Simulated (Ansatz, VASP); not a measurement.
Si5PdW2: VASP beside Ansatz

```
Si Pd W
1.0
     3.25007   -0.00091    0.00329
    -0.00086    3.24987    0.00391
     0.01053    0.01311   10.67135
Si Pd W
5 1 2
Direct
  0.50055 0.50071 0.87810
  0.00123 0.00143 0.74976
  0.49945 0.49929 0.12190
  0.99877 0.99856 0.25023
  0.99999 0.99999 0.50000
  0.00001 0.00001 0.00001
  0.50200 0.50233 0.64134
  0.49802 0.49768 0.35866
```

Change from the starting cell: cell x1, atoms moved at random (sigma 0.1 Å) and cell strained at random (1.5 %), then relaxed without symmetry.

Alike in both runs: functional PBE; k mesh 6 × 6 × 2; occupations gaussian, width 0.2 eV; no spin polarisation.

Ansatz relaxed the structure, and its values are those at the end. VASP's run is a single point on that final structure, the one shown.

|  | VASP | Ansatz |
| --- | --- | --- |
| version | VASP 6.6.1 | Ansatz 0.2.0 |
| potentials or method | VASP PAW PBE potentials, release 64 (Si, Pd, W_sv), cutoff 520 eV | scalar-relativistic, plane waves, PAW |
| valence electrons in the cell | 58 | 66 |

|  | VASP | Ansatz | Ansatz less VASP |
| --- | --- | --- | --- |
| gap on the k mesh at the Fermi level (eV) | none | none | - |
| pressure (GPa) | 0.1 | 0.0 | -0.05 |
| rms of the force components (eV/Å) | 0.008 | 0.006 | -0.0023 |

A gap of «none» marks a metal or a gap that the smearing closes. VASP's potentials hold 58 valence electrons a cell and Ansatz's 66, so a difference there can come from the potentials and not from the codes.

Neither program's run includes spin-orbit coupling.
